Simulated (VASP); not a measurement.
# P3Pb (Pm-3m) in VASP: a series of runs

The runs below take P3Pb through single point, relaxation of cell and atoms, with PBE.

Program: VASP 6.6.1. These are calculated values, not measurements. Logs are shortened: lines on timing, memory, paths and dates and some standing lists are left out, and cuts for length are marked.

## Step 1: The cell of the first run

The structure is cubic, space group Pm-3m (No. 221). The conventional cell has a = 4.291 Å, b = 4.291 Å, c = 4.291 Å, α = 90.00°, β = 90.00°, γ = 90.00°. P (site symmetry 4/mmm) has 8 P at 3.03 Å and 4 Pb at 3.03 Å within 4.0 Å. Pb (site symmetry m-3m) has 12 P at 3.03 Å within 4.0 Å.

## Step 2: Single point, PBE

INCAR

```
PREC     = Accurate       # precision mode
ENCUT    = 520            # plane-wave cutoff, eV
EDIFF    = 1E-6           # SCF threshold, eV
ISMEAR   = 0              # smearing method
SIGMA    = 0.1            # smearing width, eV
LREAL    = F              # projectors in reciprocal space
LASPH    = T              # aspherical terms in the spheres
NELM     = 80             # most SCF steps
ALGO     = Normal         # electronic algorithm
ISIF     = 2              # what is computed and relaxed
LWAVE    = F              # write WAVECAR
LCHARG   = T              # write CHGCAR
GGA      = PE             # functional
LELF     = T              # ELF
LVHAR    = T            
NBANDS   = 22             # bands
```

KPOINTS

```
regular mesh
0
Gamma
  12 12 12
```

POSCAR

```
P3Pb
1.0
    4.2909702382      0.0000000000      0.0000000000
    0.0000000000      4.2909702382      0.0000000000
    0.0000000000      0.0000000000      4.2909702382
P Pb
3 1
Direct
    0.0000000000      0.5000000000      0.5000000000
    0.5000000000      0.0000000000      0.5000000000
    0.5000000000      0.5000000000      0.0000000000
    0.0000000000      0.0000000000      0.0000000000
```

Potentials or basis: VASP PAW PBE potentials, release 64 (P, Pb_d).

The run is started by

```
cat potpaw_PBE.64/P/POTCAR potpaw_PBE.64/Pb_d/POTCAR > POTCAR
mpirun -np 1 vasp_std > vasp.out
```

OUTCAR:

```text
PREC = Accurate
   ENCUT = 520
   EDIFF = 1E-6
   ISMEAR = 0
   LREAL = F
   LASPH = T
   NELM = 80
   ISIF = 2
   GGA = PE

 ion  position               nearest neighbor table
   1  0.000  0.500  0.500-   4 3.03   4 3.03   4 3.03   4 3.03
   2  0.500  0.000  0.500-   4 3.03   4 3.03   4 3.03   4 3.03
   3  0.500  0.500  0.000-   4 3.03   4 3.03   4 3.03   4 3.03
   4  0.000  0.000  0.000-   1 3.03   2 3.03   3 3.03   1 3.03   2 3.03   1 3.03   3 3.03   1 3.03
                             2 3.03   3 3.03   2 3.03   3 3.03

  LATTYP: Found a simple cubic cell.
 ALAT       =     4.2909702382

  Lattice vectors:

 A1 = (   4.2909702382,   0.0000000000,   0.0000000000)
 A2 = (   0.0000000000,   4.2909702382,   0.0000000000)
 A3 = (   0.0000000000,   0.0000000000,   4.2909702382)

Analysis of symmetry for initial positions (statically):
=====================================================================
 Subroutine PRICEL returns:
 Original cell was already a primitive cell.

 Routine SETGRP: Setting up the symmetry group for a
 simple cubic supercell.

 Subroutine GETGRP returns: Found 48 space group operations
 (whereof 48 operations were pure point group operations)
 out of a pool of 48 trial point group operations.

The static configuration has the point symmetry O_h .

Analysis of symmetry for dynamics (positions and initial velocities):
=====================================================================
 Subroutine PRICEL returns:
 Original cell was already a primitive cell.

 Routine SETGRP: Setting up the symmetry group for a
 simple cubic supercell.

 Subroutine GETGRP returns: Found 48 space group operations
 (whereof 48 operations were pure point group operations)
 out of a pool of 48 trial point group operations.

The dynamic configuration has the point symmetry O_h .

 Subroutine INISYM returns: Found 48 space group operations
 (whereof 48 operations are pure point group operations),
 and found     1 'primitive' translations

----------------------------------------------------------------------------------------

                                     Primitive cell

  volume of cell :      79.0072

  direct lattice vectors                    reciprocal lattice vectors
     4.290970238  0.000000000  0.000000000     0.233047526  0.000000000  0.000000000
     0.000000000  4.290970238  0.000000000     0.000000000  0.233047526  0.000000000
     0.000000000  0.000000000  4.290970238     0.000000000  0.000000000  0.233047526

  length of vectors
     4.290970238  4.290970238  4.290970238     0.233047526  0.233047526  0.233047526

  position of ions in fractional coordinates (direct lattice)
     0.000000000  0.500000000  0.500000000
     0.500000000  0.000000000  0.500000000
     0.500000000  0.500000000  0.000000000
     0.000000000  0.000000000  0.000000000

  ion indices of the primitive-cell ions
   primitive index   ion index
                 1           1
                 2           2
                 3           3
                 4           4

----------------------------------------------------------------------------------------

 KPOINTS: regular mesh

Automatic generation of k-mesh.
 Grid dimensions read from file:
 generate k-points for:   12   12   12

 Generating k-lattice:

  Cartesian coordinates                     Fractional coordinates (reciprocal lattice)
     0.019420627  0.000000000  0.000000000     0.083333333  0.000000000  0.000000000
     0.000000000  0.019420627  0.000000000     0.000000000  0.083333333  0.000000000
     0.000000000  0.000000000  0.019420627     0.000000000  0.000000000  0.083333333

  Length of vectors
     0.019420627  0.019420627  0.019420627

  Shift w.r.t. Gamma in fractional coordinates (k-lattice)
     0.000000000  0.000000000  0.000000000

 Subroutine IBZKPT returns following result:
 ===========================================

 Found     84 irreducible k-points:

 Following reciprocal coordinates:
            Coordinates               Weight
  0.000000  0.000000  0.000000      1.000000
  0.083333  0.000000  0.000000      6.000000
  0.166667  0.000000  0.000000      6.000000
  0.250000  0.000000  0.000000      6.000000
  0.333333  0.000000  0.000000      6.000000
  0.416667  0.000000  0.000000      6.000000
[... 16 lines left out ...]
  0.333333  0.333333  0.000000     12.000000
  0.416667  0.333333  0.000000     24.000000
 [... further k-points ...]
   k-points           NKPTS =     84   k-points in BZ     NKDIM =     84   number of bands    NBANDS=     22
   number of dos      NEDOS =    301   number of ions     NIONS =      4
   total plane-waves  NPLWV =  32768
   dimension x,y,z NGX =    32 NGY =   32 NGZ =   32
   dimension x,y,z NGXF=    64 NGYF=   64 NGZF=   64
   ions per type =               3   1
   NGX,Y,Z   is equivalent  to a cutoff of  12.40, 12.40, 12.40 a.u.
   NGXF,Y,Z  is equivalent  to a cutoff of  24.80, 24.80, 24.80 a.u.
 SYSTEM =  unknown system
   PREC   = accura    normal or accurate (medium, high low for compatibility)
   ISTART =      0    job   : 0-new  1-cont  2-samecut
   ICHARG =      2    charge: 1-file 2-atom 10-const
   ISPIN  =      1    spin polarized calculation?
   LNONCOLLINEAR =      F non collinear calculations
   LSORBIT =      F    spin-orbit coupling
   LASPH  =      T    aspherical Exc in radial PAW
   ENCUT  =  520.0 eV  38.22 Ry    6.18 a.u.   7.98  7.98  7.98*2*pi/ulx,y,z
   NELM   =     80;   NELMIN=  2; NELMDL= -5     # of ELM steps
   EDIFF  = 0.1E-05   stopping-criterion for ELM
   LREAL  =      F    real-space projection
   EDIFFG = 0.1E-04   stopping-criterion for IOM
   NSW    =      0    number of steps for IOM
   IBRION =     -1    ionic relax: 0-MD 1-quasi-New 2-CG
   NFREE  =      0    steps in history (QN), initial steepest desc. (CG)
   ISIF   =      2    stress and relaxation
   ISYM   =      2    0-nonsym 1-usesym 2-fastsym
   POTIM  = 0.5000    time-step for ionic-motion
   TEBEG  =    0.0;   TEEND  =   0.0 temperature during run
   PSTRESS=    0.0 pullay stress
   NELECT =      29.0000    total number of electrons
   NUPDOWN=      -1.0000    fix difference up-down
   EMIN   =  10.00;   EMAX   =-10.00  energy-range for DOS
   EFERMI =   0.00;   METHOD = LEGACY
   ISMEAR =     0;   SIGMA  =   0.10  broadening in eV -4-tet -1-fermi 0-gaus
   EFERMI_NEDOS =   21; number of points for ismear=-14 and -15
   IALGO  =     38    algorithm
   IMIX   =      4    mixing-type and parameters
     AMIX     =   0.40;   BMIX     =  1.00
     AMIX_MAG =   1.60;   BMIX_MAG =  1.00
  volume/ion in A,a.u.               =      19.75       133.29
  Fermi-wavevector in a.u.,A,eV,Ry     =   1.172156  2.215053 18.693713  1.373949
  Thomas-Fermi vector in A             =   2.308589
   LORBIT       =      0    0 simple, 1 ext, 2 COOP (PROOUT), +10 PAW based schemes
   GGA     = PE    functional components
   LHFCALC =     F    Hartree Fock is set to
   AEXX    =    0.0000 exact exchange contribution
   IVDW    =     0    specifies the selected vdW correction
   LEPSILON=     F    determine dielectric tensor
   LRPA    =     F    only Hartree local field effects (RPA)
 non-spin polarized calculation
 Gauss-broadening in eV      SIGMA  =   0.10
  energy-cutoff  :      520.00
  volume of cell :       79.01
 maximum number of plane-waves:      2176
 NGX is ok and might be reduce to    32
   NGX = 15   NGY = 15   NGZ = 15

 number of electron      29.0000003 magnetization

 Free energy of the ion-electron system (eV)
  ---------------------------------------------------
  ext. energy  EPLUGINS =         0.00000000
  ---------------------------------------------------
  free energy    TOTEN  =       -16.53648218 eV

  energy without entropy =      -16.52200665  energy(sigma->0) =      -16.52924441

 E-fermi :   7.6575     XC(G=0): -10.7164

 val. band max:        7.6464920057   @ k =   0.5000   0.3333   0.1667
 cond. band min:       7.6737278726   @ k =   0.3333   0.1667   0.0833
 fundamental gap:      0.0272358669
 Fermi energy:         7.6575300949

 k-point     1 :       0.0000    0.0000    0.0000
  band No.  band energies     occupation
      1      -9.2130      2.00000
      2      -9.2130      2.00000
      3      -9.1558      2.00000
      4      -9.1558      2.00000
      5      -9.1558      2.00000
      6      -6.2066      2.00000
[... 14 lines left out ...]
     21      13.2732      0.00000
     22      13.3797      0.00000

 k-point     2 :       0.0833    0.0000    0.0000
  band No.  band energies     occupation
      1      -9.2121      2.00000
      2      -9.2096      2.00000
      3      -9.1575      2.00000
      4      -9.1575      2.00000
      5      -9.1557      2.00000
      6      -6.1531      2.00000
[... 14 lines left out ...]
     21      13.4158      0.00000
     22      13.4294      0.00000

 k-point     3 :       0.1667    0.0000    0.0000
  band No.  band energies     occupation
      1      -9.2095      2.00000
      2      -9.2001      2.00000
      3      -9.1623      2.00000
      4      -9.1623      2.00000
      5      -9.1553      2.00000
      6      -5.9925      2.00000
[... 14 lines left out ...]
     21      13.5783      0.00000
     22      13.7056      0.00000
[... 476 lines left out ...]
 k-point    23 :       0.3333    0.3333    0.0000
  band No.  band energies     occupation
      1      -9.2149      2.00000
      2      -9.1823      2.00000
      3      -9.1736      2.00000
      4      -9.1730      2.00000
      5      -9.1446      2.00000
      6      -4.5131      2.00000
[... 14 lines left out ...]
     21      13.7859      0.00000
     22      14.6208      0.00000

 k-point    24 :       0.4167    0.3333    0.0000
  band No.  band energies     occupation
      1      -9.2240      2.00000
      2      -9.1795      2.00000
      3      -9.1779      2.00000
      4      -9.1728      2.00000
      5      -9.1355      2.00000
      6      -4.0570      2.00000
[... 14 lines left out ...]
     21      13.4350      0.00000
     22      15.2213      0.00000

 [... further k-points ...]

------------------------ aborting loop because EDIFF is reached ----------------------------------------

  FORCE on cell =-STRESS in cart. coord.  units (eV):
  Direction    XX          YY          ZZ          XY          YZ          ZX
  --------------------------------------------------------------------------------------
  -------------------------------------------------------------------------------------
  Total       -0.0425432     -0.0425432     -0.0425432      0.0000000      0.0000000      0.0000000
  in kB       -0.8627277     -0.8627277     -0.8627277      0.0000000      0.0000000      0.0000000
  external PRESSURE =      -0.8627277 kB  Pullay stress =       0.0000000 kB

 VOLUME and BASIS-vectors are now :
 -----------------------------------------------------------------------------
  energy-cutoff  :      520.00
  volume of cell :       79.01
      direct lattice vectors                 reciprocal lattice vectors
     4.290970238  0.000000000  0.000000000     0.233047526  0.000000000  0.000000000
     0.000000000  4.290970238  0.000000000     0.000000000  0.233047526  0.000000000
     0.000000000  0.000000000  4.290970238     0.000000000  0.000000000  0.233047526

 POSITION                                       TOTAL-FORCE (eV/Angst)
 -----------------------------------------------------------------------------------
      0.00000      2.14549      2.14549         0.000000      0.000000      0.000000
      2.14549      0.00000      2.14549         0.000000      0.000000      0.000000
      2.14549      2.14549      0.00000         0.000000      0.000000      0.000000
      0.00000      0.00000      0.00000         0.000000      0.000000      0.000000
 -----------------------------------------------------------------------------------
    total drift:                                0.000000     -0.000000     -0.000000

  FREE ENERGIE OF THE ION-ELECTRON SYSTEM (eV)
  ---------------------------------------------------
  free  energy   TOTEN  =       -16.5364821780 eV

  energy  without entropy=      -16.5220066504  energy(sigma->0) =      -16.52924441
```

Wall time 2.2 min (1 thread of AMD EPYC 7R13, shared host); peak memory 0.23 GiB.

What came out:

```yaml
Free_energy: -16.5365 eV
Pressure: -0.1 GPa
```

Levels at points of the mesh, in eV from the Fermi level:
| k point | band 13 | band 14 | band 15 | band 16 | band 17 | band 18 |
| --- | --- | --- | --- | --- | --- | --- |
| (0.00, 0.00, 0.00) | -0.03 | -0.03 | -0.03 | 1.69 | 1.69 | 1.69 |
| (0.50, 0.00, 0.00) | -2.80 | -1.40 | -1.12 | 1.31 | 1.85 | 1.85 |
| (0.50, 0.50, 0.00) | -1.61 | -1.40 | -1.40 | -1.29 | 0.75 | 2.82 |
| (0.50, 0.50, 0.50) | -5.95 | 2.78 | 2.78 | 2.78 | 3.09 | 3.09 |

Caveat: spin-orbit coupling is left out, which moves the levels of the heavy elements.

## Step 3: Relaxation of cell and atoms, PBE

This run uses another cell than the first one, of 20.17 Å³/atom, 1.021 times its volume.

INCAR

```
SYSTEM = P3Pb
  PREC = Accurate
  ENCUT = 600
  EDIFF = 1E-7
  ISMEAR = 0
  SIGMA = 0.1
  LREAL = .False.
  LASPH = .True.
  NELM = 60
  ALGO = Normal
  ISIF = 3
  LWAVE = .False.
  LCHARG = .False.
  GGA = PE
  IBRION = 2
  NSW = 100
  EDIFFG = -0.01
```

KPOINTS

```
regular mesh
0
Gamma
  12 12 12
  0 0 0
```

POSCAR

```
P3Pb
1.0
    4.3209240793      0.0000000000      0.0000000000
    0.0000000000      4.3209240793      0.0000000000
    0.0000000000      0.0000000000      4.3209240793
P Pb
3 1
Direct
    0.0000000000      0.5000000000      0.5000000000
    0.5000000000      0.0000000000      0.5000000000
    0.5000000000      0.5000000000      0.0000000000
    0.0000000000      0.0000000000      0.0000000000
```

Potentials or basis: VASP PAW PBE potentials, release 64 (P, Pb_d).

The run is started by

```
cat potpaw_PBE.64/P/POTCAR potpaw_PBE.64/Pb_d/POTCAR > POTCAR
mpirun -np 1 vasp_std > vasp.out
```

It took 9.3 min on 1 thread of AMD EPYC 7R13, shared host; peak memory 0.28 GiB.

Results (log left out):

- Free energy: -16.5371 eV
- Relaxed volume: 19.74 Å³/atom
- Relaxed cell: a = 4.290 Å, b = 4.290 Å, c = 4.290 Å, α = 90.00°, β = 90.00°, γ = 90.00°
- Space group after relaxing (to 0.05 Å): Pm-3m (No. 221)
- Energy gained by relaxing: 1.9 meV/atom
- Ionic steps: 3
- Pressure after relaxing: 0.0 GPa

The path:
```csv
step,energy change (eV),largest force (eV/Å),pressure (GPa),volume (Å³)
1,0.0000,0.0000,-1.40,80.67
2,-0.0073,0.0000,0.28,78.64
3,-0.0076,0.0000,0.00,78.96
```

Final structure:
```cif
data_structure
_symmetry_space_group_name_H-M 'P 1'
_symmetry_Int_Tables_number 1
_cell_length_a 4.2900
_cell_length_b 4.2900
_cell_length_c 4.2900
_cell_angle_alpha 90.000
_cell_angle_beta 90.000
_cell_angle_gamma 90.000
_cell_volume 78.96
loop_
_atom_site_label
_atom_site_type_symbol
_atom_site_fract_x
_atom_site_fract_y
_atom_site_fract_z
_atom_site_occupancy
P1 P 0.00000 0.50000 0.50000 1
P2 P 0.50000 0.00000 0.50000 1
P3 P 0.50000 0.50000 0.00000 1
Pb1 Pb 0.00000 0.00000 0.00000 1
```

Levels at points of the mesh, in eV from the Fermi level:
| k point | band 12 | band 13 | band 14 | band 15 | band 16 | band 17 | band 18 |
| --- | --- | --- | --- | --- | --- | --- | --- |
| (0.00, 0.00, 0.00) | -4.93 | -0.03 | -0.03 | -0.03 | 1.69 | 1.69 | 1.69 |
| (0.50, 0.00, 0.00) | -2.80 | -2.80 | -1.40 | -1.12 | 1.31 | 1.85 | 1.85 |
| (0.50, 0.50, 0.00) | -2.29 | -1.61 | -1.40 | -1.40 | -1.29 | 0.74 | 2.83 |
| (0.50, 0.50, 0.50) | -5.95 | -5.95 | 2.78 | 2.78 | 2.78 | 3.09 | 3.09 |

Caveat: spin-orbit coupling is left out, which moves the levels of the heavy elements.
